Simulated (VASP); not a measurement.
# Zn3H10S3 in VASP: notebook, part 2 of 2

VASP 6.6.1. Earlier steps stand in the parts before.

**3. Single point, PBE**

This run uses another cell than the first one.

Input file INCAR:

```
SYSTEM = Zn3H10S3
ALGO = Normal
EDIFF = 1E-6
ENCUT = 520
GGA = PE
ISIF = 2
ISMEAR = 0
LASPH = .TRUE.
LCHARG = .FALSE.
LREAL = Auto
LWAVE = .FALSE.
NBANDS = 46
NELM = 100
PREC = Accurate
SIGMA = 0.05
```

Input file KPOINTS:

```
k-points
0
G
  1 1 6
  0 0 0
```

Input file POSCAR:

```
Zn3H10S3
1.0
   14.8000000000      0.0000000000      0.0000000000
    0.0000000000     15.1000000000      0.0000000000
    0.0000000000      0.0000000000      5.4429620570
Zn S H
3 3 10
Direct
    0.5498719787      0.5488811446      0.7500000000
    0.5498719787      0.3686506130      0.2500000000
    0.3659881254      0.5488811446      0.2500000000
    0.4579300520      0.4587658788      0.0000000000
    0.4579300520      0.6389964105      0.5000000000
    0.6418139053      0.4587658788      0.5000000000
    0.6103377163      0.6081455762      0.9144128524
    0.4052663450      0.4071484706      0.8568017092
    0.4894062410      0.3093861813      0.4144128524
    0.6103377163      0.3093861813      0.0855871476
    0.5105937590      0.6906138187      0.3568017092
    0.4052663450      0.6906138187      0.6431982908
    0.3055223877      0.4896167130      0.4144128524
    0.3055223877      0.6081455762      0.0855871476
    0.6944776123      0.5103832870      0.3568017092
    0.6944776123      0.4071484706      0.6431982908
```

Potentials or basis: VASP PAW PBE potentials, release 64 (Zn, S, H).

The run is started by

```sh
cat potpaw_PBE.64/Zn/POTCAR potpaw_PBE.64/S/POTCAR potpaw_PBE.64/H/POTCAR > POTCAR
mpirun -np 1 vasp_std > vasp.out
```

OUTCAR:

```text
SYSTEM = Zn3H10S3
   EDIFF = 1E-6
   ENCUT = 520
   GGA = PE
   ISIF = 2
   ISMEAR = 0
   LASPH = .TRUE.
   LREAL = Auto
   NELM = 100
   PREC = Accurate

 ion  position               nearest neighbor table
   1  0.550  0.549  0.750-   7 1.55   6 2.36   4 2.36   5 2.36
   2  0.550  0.369  0.250-  10 1.55   9 1.55   6 2.36   4 2.36
   3  0.366  0.549  0.250-  14 1.55  13 1.55   4 2.36   5 2.36
   4  0.458  0.459  0.000-   8 1.35   3 2.36   1 2.36   2 2.36
   5  0.458  0.639  0.500-  11 1.35  12 1.35   3 2.36   1 2.36
   6  0.642  0.459  0.500-  15 1.35  16 1.35   1 2.36   2 2.36
   7  0.610  0.608  0.914-   1 1.55
   8  0.405  0.407  0.857-   4 1.35
   9  0.489  0.309  0.414-   2 1.55
  10  0.610  0.309  0.086-   2 1.55
  11  0.511  0.691  0.357-   5 1.35
  12  0.405  0.691  0.643-   5 1.35
  13  0.306  0.490  0.414-   3 1.55
  14  0.306  0.608  0.086-   3 1.55
  15  0.694  0.510  0.357-   6 1.35
  16  0.694  0.407  0.643-   6 1.35

  LATTYP: Found a simple orthorhombic cell.
 ALAT       =     5.4429620570
 B/A-ratio  =     2.7191076927
 C/A-ratio  =     2.7742247405

  Lattice vectors:

 A1 = (   0.0000000000,   0.0000000000,   5.4429620570)
 A2 = (  14.8000000000,   0.0000000000,   0.0000000000)
 A3 = (   0.0000000000,  15.1000000000,   0.0000000000)

Analysis of symmetry for initial positions (statically):
=====================================================================
 Subroutine PRICEL returns:
 Original cell was already a primitive cell.

 Routine SETGRP: Setting up the symmetry group for a
 simple orthorhombic supercell.

 Subroutine GETGRP returns: Found  1 space group operations
 (whereof  1 operations were pure point group operations)
 out of a pool of  8 trial point group operations.

The static configuration has the point symmetry C_1 .

Analysis of symmetry for dynamics (positions and initial velocities):
=====================================================================
 Subroutine PRICEL returns:
 Original cell was already a primitive cell.

 Routine SETGRP: Setting up the symmetry group for a
 simple orthorhombic supercell.

 Subroutine GETGRP returns: Found  1 space group operations
 (whereof  1 operations were pure point group operations)
 out of a pool of  8 trial point group operations.

The dynamic configuration has the point symmetry C_1 .

 Subroutine INISYM returns: Found  1 space group operations
 (whereof  1 operations are pure point group operations),
 and found     1 'primitive' translations

----------------------------------------------------------------------------------------

                                     Primitive cell

  volume of cell :    1216.3932

  direct lattice vectors                    reciprocal lattice vectors
    14.800000000  0.000000000  0.000000000     0.067567568  0.000000000  0.000000000
     0.000000000 15.100000000  0.000000000     0.000000000  0.066225166  0.000000000
     0.000000000  0.000000000  5.442962057     0.000000000  0.000000000  0.183723493

  length of vectors
    14.800000000 15.100000000  5.442962057     0.067567568  0.066225166  0.183723493
[... 61 lines left out ...]

 Found      4 irreducible k-points:

 Following reciprocal coordinates:
            Coordinates               Weight
  0.000000  0.000000  0.000000      1.000000
  0.000000  0.000000  0.166667      2.000000
  0.000000  0.000000  0.333333      2.000000
  0.000000  0.000000  0.500000      1.000000
   k-points           NKPTS =      4   k-points in BZ     NKDIM =      4   number of bands    NBANDS=     46
   number of dos      NEDOS =    301   number of ions     NIONS =     16
   total plane-waves  NPLWV = 501760
   dimension x,y,z NGX =   112 NGY =  112 NGZ =   40
   dimension x,y,z NGXF=   224 NGYF=  224 NGZF=   80
   ions per type =               3   3  10
   NGX,Y,Z   is equivalent  to a cutoff of  12.58, 12.33, 12.22 a.u.
   NGXF,Y,Z  is equivalent  to a cutoff of  25.16, 24.66, 24.43 a.u.
 SYSTEM =  Zn3H10S3
   PREC   = accura    normal or accurate (medium, high low for compatibility)
   ISTART =      0    job   : 0-new  1-cont  2-samecut
   ICHARG =      2    charge: 1-file 2-atom 10-const
   ISPIN  =      1    spin polarized calculation?
   LNONCOLLINEAR =      F non collinear calculations
   LSORBIT =      F    spin-orbit coupling
   LASPH  =      T    aspherical Exc in radial PAW
   ENCUT  =  520.0 eV  38.22 Ry    6.18 a.u.  27.52 28.08 10.12*2*pi/ulx,y,z
   NELM   =    100;   NELMIN=  2; NELMDL= -5     # of ELM steps
   EDIFF  = 0.1E-05   stopping-criterion for ELM
   LREAL  =      T    real-space projection
   EDIFFG = 0.1E-04   stopping-criterion for IOM
   NSW    =      0    number of steps for IOM
   IBRION =     -1    ionic relax: 0-MD 1-quasi-New 2-CG
   NFREE  =      0    steps in history (QN), initial steepest desc. (CG)
   ISIF   =      2    stress and relaxation
   ISYM   =      2    0-nonsym 1-usesym 2-fastsym
   POTIM  = 0.5000    time-step for ionic-motion
   TEBEG  =    0.0;   TEEND  =   0.0 temperature during run
   PSTRESS=    0.0 pullay stress
   NELECT =      64.0000    total number of electrons
   NUPDOWN=      -1.0000    fix difference up-down
   EMIN   =  10.00;   EMAX   =-10.00  energy-range for DOS
   EFERMI =   0.00;   METHOD = LEGACY
   ISMEAR =     0;   SIGMA  =   0.05  broadening in eV -4-tet -1-fermi 0-gaus
   EFERMI_NEDOS =   21; number of points for ismear=-14 and -15
   IALGO  =     38    algorithm
   IMIX   =      4    mixing-type and parameters
     AMIX     =   0.40;   BMIX     =  1.00
     AMIX_MAG =   1.60;   BMIX_MAG =  1.00
  volume/ion in A,a.u.               =      76.02       513.04
  Fermi-wavevector in a.u.,A,eV,Ry     =   0.613447  1.159246  5.120102  0.376317
  Thomas-Fermi vector in A             =   1.670099
   LORBIT       =      0    0 simple, 1 ext, 2 COOP (PROOUT), +10 PAW based schemes
   GGA     = PE    functional components
   LHFCALC =     F    Hartree Fock is set to
   AEXX    =    0.0000 exact exchange contribution
   IVDW    =     0    specifies the selected vdW correction
   LEPSILON=     F    determine dielectric tensor
   LRPA    =     F    only Hartree local field effects (RPA)
 non-spin polarized calculation
 Gauss-broadening in eV      SIGMA  =   0.05
  energy-cutoff  :      520.00
  volume of cell :     1216.39
 maximum number of plane-waves:     32808
 NGX is ok and might be reduce to   112
   NGX = 55   NGY = 57   NGZ = 21

 number of electron      64.0000019 magnetization

 Free energy of the ion-electron system (eV)
  ---------------------------------------------------
  ext. energy  EPLUGINS =         0.00000000
  ---------------------------------------------------
  free energy    TOTEN  =       -45.80572956 eV

  energy without entropy =      -45.80572956  energy(sigma->0) =      -45.80572956

 E-fermi :  -3.6855     XC(G=0):  -2.0787

 val. band max:       -3.9395643232   @ k =   0.0000   0.0000   0.0000
 cond. band min:      -2.2904355540   @ k =   0.0000   0.0000   0.5000
 fundamental gap:      1.6491287692
 Fermi energy:        -3.6854970162

 k-point     1 :       0.0000    0.0000    0.0000
  band No.  band energies     occupation
      1     -20.4582      2.00000
      2     -20.3600      2.00000
      3     -17.9322      2.00000
      4     -13.1417      2.00000
      5     -13.0045      2.00000
      6     -11.9576      2.00000
[... 177 lines left out ...]
     43       1.0713      0.00000
     44       1.2881      0.00000
 [bands above 44 left out]

------------------------ aborting loop because EDIFF is reached ----------------------------------------

  FORCE on cell =-STRESS in cart. coord.  units (eV):
  Direction    XX          YY          ZZ          XY          YZ          ZX
  --------------------------------------------------------------------------------------
  -------------------------------------------------------------------------------------
  Total        3.7998725      3.7969120      2.4866112     -1.0808388      1.3847012      1.3913704
  in kB        5.0050180      5.0011185      3.2752503     -1.4236314      1.8238649      1.8326494
  external PRESSURE =       4.4271289 kB  Pullay stress =       0.0000000 kB

 VOLUME and BASIS-vectors are now :
 -----------------------------------------------------------------------------
  energy-cutoff  :      520.00
  volume of cell :     1216.39
      direct lattice vectors                 reciprocal lattice vectors
    14.800000000  0.000000000  0.000000000     0.067567568  0.000000000  0.000000000
     0.000000000 15.100000000  0.000000000     0.000000000  0.066225166  0.000000000
     0.000000000  0.000000000  5.442962057     0.000000000  0.000000000  0.183723493

 POSITION                                       TOTAL-FORCE (eV/Angst)
 -----------------------------------------------------------------------------------
      8.13811      8.28811      4.08222        -0.018519     -0.019652      1.325254
      8.13811      5.56662      1.36074        -0.335302     -1.705376     -0.441309
      5.41662      8.28811      1.36074        -1.702273     -0.336778     -0.442154
      6.77736      6.92736      0.00000         0.670098      0.671788     -0.519794
      6.77736      9.64885      2.72148         0.072614     -0.944002     -0.486799
      9.49885      6.92736      2.72148        -0.944835      0.072414     -0.487054
[... 8 lines left out ...]
     10.27827      7.70679      1.94206         0.718999     -0.112388      0.351901
     10.27827      6.14794      3.50090         0.384015      0.163073     -0.071720
 -----------------------------------------------------------------------------------
    total drift:                               -0.006848     -0.001208     -0.000286

  FREE ENERGIE OF THE ION-ELECTRON SYSTEM (eV)
  ---------------------------------------------------
  free  energy   TOTEN  =       -45.8057295650 eV

  energy  without entropy=      -45.8057295650  energy(sigma->0) =      -45.80572956
```

It took 8.3 min on 1 thread of Intel Xeon Platinum 8488C (Sapphire Rapids), shared host; peak memory 1 GiB.

Results:

```yaml
Free_energy: -45.8057 eV
Largest_force: 1.793 eV/Å
Band_gap_on_the_k_mesh: 1.65 eV (least direct gap 1.71 eV)
```

Forces on the atoms (eV/Å):
```
Zn  -0.019 -0.020  1.325
Zn  -0.335 -1.705 -0.441
Zn  -1.702 -0.337 -0.442
S    0.670  0.672 -0.520
S    0.073 -0.944 -0.487
S   -0.945  0.072 -0.487
H    0.255  0.256  0.326
H   -0.071 -0.071  0.068
H   -0.320  0.291  0.604
H    0.769  0.183 -0.554
H   -0.112  0.718  0.351
H    0.164  0.383 -0.072
H    0.289 -0.319  0.604
H    0.181  0.770 -0.555
H    0.719 -0.112  0.352
H    0.384  0.163 -0.072
```
